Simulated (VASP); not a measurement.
# BeSe3 (P1) in VASP: relaxation of cell and atoms with PBE

Aim: the relaxation of cell and atoms of BeSe3 with PBE.

All numbers are computed with VASP 6.6.1; they aren't measurements. Logs are shortened: lines on timing, memory, paths and dates and some standing lists are left out, and cuts for length are marked.

### Step 1. The cell of the first run

The typed cell holds 8 atoms: a = 5.181 Å, b = 5.269 Å, c = 7.771 Å, α = 83.74°, β = 82.27°, γ = 90.19°.

### Step 2. Relaxation of cell and atoms, PBE

Contents of INCAR:

```
PREC = Accurate
ENCUT = 600
EDIFF = 1E-6
ISMEAR = 0
SIGMA = 0.1
LREAL = False
LASPH = True
NELM = 60
ALGO = Normal
ISIF = 3
LWAVE = False
LCHARG = False
GGA = PE
IBRION = 2
NSW = 80
EDIFFG = -0.025
```

Contents of KPOINTS:

```
regular mesh
0
Gamma
  4 4 2
```

Contents of POSCAR:

```
BeSe3
1.0
   -5.1726914392      0.0050623843      0.2984975069
    0.0070358070     -5.2676928749     -0.0978855653
   -0.6042406085     -0.9912514111      7.6841586369
Be Se
2 6
Direct
    0.0126985108     -0.0150240542     -0.0011216376
    0.4898092422      0.5239717829      0.0118888002
    0.2535937129      0.2618335544      0.8215149519
    0.8093872059      0.7277602233      0.8249426270
    0.7162757528      0.2440937187      0.1661041726
    0.2294977623      0.7493419467      0.1709095186
    0.9520593755      0.4512207902      0.3618038716
    0.5366784379      0.0568020380      0.6439576959
```

Potentials or basis: VASP PAW PBE potentials, release 64 (Be, Se).

Started as:

```sh
$ cat potpaw_PBE.64/Be/POTCAR potpaw_PBE.64/Se/POTCAR > POTCAR
$ mpirun -np 1 vasp_std > vasp.out
```

OUTCAR:

```text
PREC = Accurate
   ENCUT = 600
   EDIFF = 1E-6
   ISMEAR = 0
   LREAL = False
   LASPH = True
   NELM = 60
   ISIF = 3
   GGA = PE
   IBRION = 2
   NSW = 80
   EDIFFG = -0.025

 ion  position               nearest neighbor table
   1  0.013  0.985  0.999-   6 2.15   3 2.16   4 2.36   5 2.40
   2  0.490  0.524  0.012-   6 2.15   5 2.23   4 2.24   3 2.55
   3  0.254  0.262  0.822-   1 2.16   8 2.24   2 2.55
   4  0.809  0.728  0.825-   2 2.24   1 2.36   8 2.65
   5  0.716  0.244  0.166-   2 2.23   1 2.40   7 2.42
   6  0.229  0.749  0.171-   2 2.15   1 2.15   7 2.37
   7  0.952  0.451  0.362-   6 2.37   5 2.42
   8  0.537  0.057  0.644-   3 2.24   4 2.65

  LATTYP: Found a triclinic cell.
 ALAT       =     5.1812993655
 B/A-ratio  =     1.4285866322
 C/A-ratio  =     2.2389233732
 COS(alpha) =     0.0004272879
 COS(beta)  =     0.5351863119
 COS(gamma) =     0.7023986987

  Lattice vectors:

 A1 = (   5.1726914392,  -0.0050623843,  -0.2984975069)
 A2 = (   5.1797272462,  -5.2727552592,  -0.3963830722)
 A3 = (   5.7698962407,   6.2538819017,  -7.8847705785)

Analysis of symmetry for initial positions (statically):
=====================================================================
 Subroutine PRICEL returns:
 Original cell was already a primitive cell.

 Routine SETGRP: Setting up the symmetry group for a
 triclinic supercell.

 Subroutine GETGRP returns: Found  1 space group operations
 (whereof  1 operations were pure point group operations)
 out of a pool of  2 trial point group operations.

The static configuration has the point symmetry C_1 .

Analysis of symmetry for dynamics (positions and initial velocities):
=====================================================================
 Subroutine PRICEL returns:
 Original cell was already a primitive cell.

 Routine SETGRP: Setting up the symmetry group for a
 triclinic supercell.

 Subroutine GETGRP returns: Found  1 space group operations
 (whereof  1 operations were pure point group operations)
 out of a pool of  2 trial point group operations.

The dynamic configuration has the point symmetry C_1 .

 Subroutine INISYM returns: Found  1 space group operations
 (whereof  1 operations are pure point group operations),
 and found     1 'primitive' translations

----------------------------------------------------------------------------------------

                                     Primitive cell

  volume of cell :     208.9288

  direct lattice vectors                    reciprocal lattice vectors
    -5.172691439  0.005062384  0.298497507    -0.194203995  0.000024325 -0.015268012
     0.007035807 -5.267692875 -0.097885565    -0.001602394 -0.189382259 -0.024556190
    -0.604240609 -0.991251411  7.684158637     0.007523603 -0.002413413  0.130418152

  length of vectors
     5.181299365  5.268606961  7.771356383     0.194803245  0.190974381  0.130657275

  position of ions in fractional coordinates (direct lattice)
     0.012698511  0.984975946  0.998878362
     0.489809242  0.523971783  0.011888800
     0.253593713  0.261833554  0.821514952
     0.809387206  0.727760223  0.824942627
     0.716275753  0.244093719  0.166104173
     0.229497762  0.749341947  0.170909519
     0.952059375  0.451220790  0.361803872
     0.536678438  0.056802038  0.643957696

  ion indices of the primitive-cell ions
   primitive index   ion index
                 1           1
                 2           2
                 3           3
                 4           4
                 5           5
                 6           6
                 7           7
                 8           8

----------------------------------------------------------------------------------------

 KPOINTS: regular mesh

Automatic generation of k-mesh.
 Grid dimensions read from file:
 generate k-points for:    4    4    2

 Generating k-lattice:

  Cartesian coordinates                     Fractional coordinates (reciprocal lattice)
    -0.048550999  0.000006081 -0.003817003     0.250000000  0.000000000 -0.000000000
    -0.000400598 -0.047345565 -0.006139048     0.000000000  0.250000000  0.000000000
     0.003761801 -0.001206707  0.065209076     0.000000000 -0.000000000  0.500000000

  Length of vectors
     0.048700811  0.047743595  0.065328637

  Shift w.r.t. Gamma in fractional coordinates (k-lattice)
     0.000000000  0.000000000  0.000000000

 Subroutine IBZKPT returns following result:
 ===========================================

 Found     20 irreducible k-points:

 Following reciprocal coordinates:
            Coordinates               Weight
  0.000000  0.000000  0.000000      1.000000
  0.250000  0.000000 -0.000000      2.000000
  0.500000  0.000000 -0.000000      1.000000
 -0.000000  0.250000  0.000000      2.000000
  0.250000  0.250000  0.000000      2.000000
  0.500000  0.250000  0.000000      2.000000
[... 12 lines left out ...]
  0.250000  0.500000  0.500000      2.000000
  0.500000  0.500000  0.500000      1.000000
   k-points           NKPTS =     20   k-points in BZ     NKDIM =     20   number of bands    NBANDS=     25
   number of dos      NEDOS =    301   number of ions     NIONS =      8
   total plane-waves  NPLWV = 112896
   dimension x,y,z NGX =    42 NGY =   42 NGZ =   64
   dimension x,y,z NGXF=    84 NGYF=   84 NGZF=  128
   ions per type =               2   6
   NGX,Y,Z   is equivalent  to a cutoff of  13.48, 13.25, 13.69 a.u.
   NGXF,Y,Z  is equivalent  to a cutoff of  26.95, 26.51, 27.38 a.u.
 SYSTEM =  unknown system
   PREC   = accura    normal or accurate (medium, high low for compatibility)
   ISTART =      0    job   : 0-new  1-cont  2-samecut
   ICHARG =      2    charge: 1-file 2-atom 10-const
   ISPIN  =      1    spin polarized calculation?
   LNONCOLLINEAR =      F non collinear calculations
   LSORBIT =      F    spin-orbit coupling
   LASPH  =      T    aspherical Exc in radial PAW
   ENCUT  =  600.0 eV  44.10 Ry    6.64 a.u.  10.35 10.52 15.52*2*pi/ulx,y,z
   NELM   =     60;   NELMIN=  2; NELMDL= -5     # of ELM steps
   EDIFF  = 0.1E-05   stopping-criterion for ELM
   LREAL  =      F    real-space projection
   EDIFFG = -.3E-01   stopping-criterion for IOM
   NSW    =     80    number of steps for IOM
   IBRION =      2    ionic relax: 0-MD 1-quasi-New 2-CG
   NFREE  =      1    steps in history (QN), initial steepest desc. (CG)
   ISIF   =      3    stress and relaxation
   ISYM   =      2    0-nonsym 1-usesym 2-fastsym
   POTIM  = 0.5000    time-step for ionic-motion
   TEBEG  =    0.0;   TEEND  =   0.0 temperature during run
   PSTRESS=    0.0 pullay stress
   NELECT =      40.0000    total number of electrons
   NUPDOWN=      -1.0000    fix difference up-down
   EMIN   =  10.00;   EMAX   =-10.00  energy-range for DOS
   EFERMI =   0.00;   METHOD = LEGACY
   ISMEAR =     0;   SIGMA  =   0.10  broadening in eV -4-tet -1-fermi 0-gaus
   EFERMI_NEDOS =   21; number of points for ismear=-14 and -15
   IALGO  =     38    algorithm
   IMIX   =      4    mixing-type and parameters
     AMIX     =   0.40;   BMIX     =  1.00
     AMIX_MAG =   1.60;   BMIX_MAG =  1.00
  volume/ion in A,a.u.               =      26.12       176.24
  Fermi-wavevector in a.u.,A,eV,Ry     =   0.943544  1.783039 12.112923  0.890275
  Thomas-Fermi vector in A             =   2.071261
   LORBIT       =      0    0 simple, 1 ext, 2 COOP (PROOUT), +10 PAW based schemes
   GGA     = PE    functional components
   LHFCALC =     F    Hartree Fock is set to
   AEXX    =    0.0000 exact exchange contribution
   IVDW    =     0    specifies the selected vdW correction
   LEPSILON=     F    determine dielectric tensor
   LRPA    =     F    only Hartree local field effects (RPA)
 conjugate gradient relaxation of ions
 non-spin polarized calculation
 Gauss-broadening in eV      SIGMA  =   0.10
  energy-cutoff  :      600.00
  volume of cell :      208.93
 maximum number of plane-waves:      7001
 NGX is ok and might be reduce to    42
   NGX = 21   NGY = 21   NGZ = 31

--------------------------------------- Ionic step        1  -------------------------------------------

 number of electron      40.0000000 magnetization

 Free energy of the ion-electron system (eV)
  ---------------------------------------------------
  ext. energy  EPLUGINS =         0.00000000
  ---------------------------------------------------
  free energy    TOTEN  =       -30.48594910 eV

  energy without entropy =      -30.48594549  energy(sigma->0) =      -30.48594730

------------------------ aborting loop because EDIFF is reached ----------------------------------------

  FORCE on cell =-STRESS in cart. coord.  units (eV):
  Direction    XX          YY          ZZ          XY          YZ          ZX
  --------------------------------------------------------------------------------------
  -------------------------------------------------------------------------------------
  Total        0.3731995      0.2537238     -1.7850664     -0.2753916      0.7156099      3.0981519
  in kB        2.8618916      1.9456884    -13.6888370     -2.1118487      5.4876768     23.7582734
  external PRESSURE =      -2.9604190 kB  Pullay stress =       0.0000000 kB
[... 107 lines left out ...]
  FREE ENERGIE OF THE ION-ELECTRON SYSTEM (eV)
  ---------------------------------------------------
  free  energy   TOTEN  =       -30.9573787706 eV

  energy  without entropy=      -30.9573722485  energy(sigma->0) =      -30.95737551

[... ionic steps 4 to 19 ...]

--------------------------------------- Ionic step       20  -------------------------------------------

 number of electron      39.9999999 magnetization

------------------------ aborting loop because EDIFF is reached ----------------------------------------

  FORCE on cell =-STRESS in cart. coord.  units (eV):
  Direction    XX          YY          ZZ          XY          YZ          ZX
  --------------------------------------------------------------------------------------
  -------------------------------------------------------------------------------------
  Total       -0.0038848      0.0107843      0.0236194      0.0232722      0.0122479     -0.0298665
  in kB       -0.0305822      0.0848960      0.1859365      0.1832030      0.0964181     -0.2351148
  external PRESSURE =       0.0800834 kB  Pullay stress =       0.0000000 kB
[... 69 lines left out ...]
  energy  without entropy=      -31.1628949586  energy(sigma->0) =      -31.16289501

--------------------------------------- Ionic step       22  -------------------------------------------

 number of electron      39.9999999 magnetization

 Free energy of the ion-electron system (eV)
  ---------------------------------------------------
  ext. energy  EPLUGINS =         0.00000000
  ---------------------------------------------------
  free energy    TOTEN  =       -31.16306221 eV

  energy without entropy =      -31.16306209  energy(sigma->0) =      -31.16306215

 E-fermi :   1.9830     XC(G=0):  -8.3389

 val. band max:        1.6565675261   @ k =   0.5000   0.5000   0.0000
 cond. band min:       2.3038808191   @ k =   0.0000  -0.0000   0.5000
 fundamental gap:      0.6473132931
 Fermi energy:         1.9829977044

 k-point     1 :       0.0000    0.0000    0.0000
  band No.  band energies     occupation
      1     -13.0561      2.00000
      2     -12.4781      2.00000
      3     -10.8025      2.00000
      4     -10.7456      2.00000
      5      -9.7527      2.00000
      6      -8.9689      2.00000
[... 584 lines left out ...]
  FREE ENERGIE OF THE ION-ELECTRON SYSTEM (eV)
  ---------------------------------------------------
  free  energy   TOTEN  =       -31.1630622146 eV

  energy  without entropy=      -31.1630620940  energy(sigma->0) =      -31.16306215

 reached required accuracy - stopping structural energy minimisation
```

Run time: 12 min. Hardware: 1 thread of Intel Xeon 6975P-C (Granite Rapids), shared host; peak memory 0.4 GiB.

What came out:

```yaml
Free_energy: -31.1631 eV
Relaxed_volume: 25.44 Å³/atom
Relaxed_cell: a = 5.232 Å, b = 5.229 Å, c = 7.511 Å, α = 85.28°, β = 83.60°, γ = 90.00°
Space_group_after_relaxing_to_0.1_Å: P1 (No. 1)
Energy_gained_by_relaxing: 84.6 meV/atom
Ionic_steps: 22
Pressure_after_relaxing: 0.0 GPa
Largest_force_after_relaxing: 0.023 eV/Å
Band_gap_on_the_k_mesh: 0.65 eV (least direct gap 0.66 eV)
```

Forces on the atoms (eV/Å):
```
Be  -0.001 -0.002 -0.003
Be  -0.009 -0.002  0.001
Se  -0.008  0.002 -0.007
Se  -0.003 -0.001 -0.002
Se   0.011  0.007 -0.003
Se   0.003  0.000  0.007
Se   0.006  0.017 -0.004
Se   0.003 -0.021  0.010
```

Step by step:
| step | energy change (eV) | largest force (eV/Å) | pressure (GPa) | volume (Å³) |
| --- | --- | --- | --- | --- |
| 1 | 0.0000 | 2.2436 | -0.30 | 208.93 |
| 2 | -0.4578 | 0.8822 | -1.20 | 207.38 |
| 3 | -0.4714 | 0.8140 | -1.18 | 207.00 |
| 4 | -0.6095 | 0.6158 | 0.45 | 200.61 |
| 5 | -0.6099 | 0.6446 | 0.56 | 200.28 |
| 6 | -0.6517 | 0.2573 | 0.02 | 201.88 |
| 7 | -0.6517 | 0.2592 | 0.03 | 201.84 |
| 8 | -0.6621 | 0.1430 | -0.01 | 202.26 |
| 9 | -0.6641 | 0.1518 | -0.02 | 202.53 |
| 10 | -0.6674 | 0.0981 | 0.03 | 202.55 |
| 11 | -0.6680 | 0.1313 | 0.06 | 202.55 |
| 12 | -0.6706 | 0.0793 | -0.01 | 202.91 |
| 13 | -0.6712 | 0.0847 | -0.08 | 203.20 |
| 14 | -0.6734 | 0.0529 | 0.04 | 202.99 |
| 15 | -0.6743 | 0.0651 | 0.15 | 202.78 |
| 16 | -0.6758 | 0.0525 | -0.02 | 203.45 |
| 17 | -0.6758 | 0.0548 | -0.06 | 203.59 |
| 18 | -0.6765 | 0.0373 | -0.03 | 203.60 |
| 19 | -0.6768 | 0.0355 | -0.01 | 203.61 |
| 20 | -0.6769 | 0.0318 | 0.01 | 203.52 |
| 21 | -0.6769 | 0.0332 | 0.01 | 203.51 |
| 22 | -0.6771 | 0.0231 | 0.00 | 203.51 |

Final structure:
```cif
data_structure
_symmetry_space_group_name_H-M 'P 1'
_symmetry_Int_Tables_number 1
_cell_length_a 5.2321
_cell_length_b 5.2291
_cell_length_c 7.5111
_cell_angle_alpha 85.281
_cell_angle_beta 83.597
_cell_angle_gamma 90.002
_cell_volume 203.51
loop_
_atom_site_label
_atom_site_type_symbol
_atom_site_fract_x
_atom_site_fract_y
_atom_site_fract_z
_atom_site_occupancy
Be1 Be 0.00186 0.00215 0.00019 1
Be2 Be 0.50121 0.50274 0.00008 1
Se1 Se 0.26466 0.28614 0.83024 1
Se2 Se 0.79322 0.75771 0.83039 1
Se3 Se 0.70958 0.21733 0.16842 1
Se4 Se 0.23638 0.74434 0.16892 1
Se5 Se 0.94380 0.45548 0.35684 1
Se6 Se 0.54929 0.03411 0.64490 1
```
